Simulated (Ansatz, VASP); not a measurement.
# One calculation of W, two programs

```
W
1.0
     2.65008    0.00000    0.00000
     0.00000    2.65008    0.00000
     0.00000    0.00000    2.65008
W
1
Direct
  0.00000 0.00000 0.00000
```

Alike in both runs: task single point; functional RPBE; k mesh 13 × 13 × 13; occupations fermi-dirac, width 0.1 eV; no spin polarisation.

|  | VASP | Ansatz |
| --- | --- | --- |
| version | VASP 6.6.1 | Ansatz 0.2.0 |
| potentials or method | VASP PAW PBE potentials, release 64 (W_sv), cutoff 520 eV | plane waves (420 eV) with PAW, scalar-relativistic |
| valence electrons in the cell | 14 | 14 |

Ansatz gave:

```
pressure (GPa) : -0.6
```

Q: What did VASP give for the same quantities?

A: Pressure (GPa): -0.1.

VASP's potentials were made for PBE, not for RPBE.

Spin-orbit coupling is off throughout.
